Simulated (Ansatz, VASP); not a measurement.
One calculation of SnO2, two programs

```
Sn O
1.0
     3.08172    0.00000    0.00000
    -1.54086    2.66885    0.00000
     0.00000    0.00000   10.32191
Sn O
2 4
Direct
  0.00000 0.00000 0.50000
  0.00000 0.00000 0.00000
  0.66667 0.33333 0.40179
  0.66667 0.33333 0.09821
  0.33333 0.66667 0.59821
  0.33333 0.66667 0.90179
```

Alike in both runs: task single point; functional PBE; dispersion D3(BJ); k mesh 12 × 12 × 4; occupations gaussian, width 0.05 eV; no spin polarisation.

```csv
,VASP,Ansatz
version,VASP 6.6.1,Ansatz 0.2.0
potentials or method,"VASP PAW PBE potentials, release 64 (Sn_d, O), cutoff 520 eV","scalar-relativistic, plane waves, PAW"
valence electrons in the cell,52,52
```

Ansatz gave:

- gap on the k mesh at the Fermi level (eV): 2.93
- least direct gap on the mesh (eV): 3.44
- pressure (GPa): 16.8
- traceless stress, the component that is largest in VASP (GPa): -9.28
- rms of the force components (eV/Å): 0.477

Task: What did VASP give for the same quantities?

Result: gap on the k mesh at the Fermi level (eV): 2.91; least direct gap on the mesh (eV): 3.42; pressure (GPa): 17.5; traceless stress, the component that is largest in VASP (GPa): -9.71; rms of the force components (eV/Å): 0.511.

Atom by atom the forces differ by 0.034 eV/Å (rms over components).
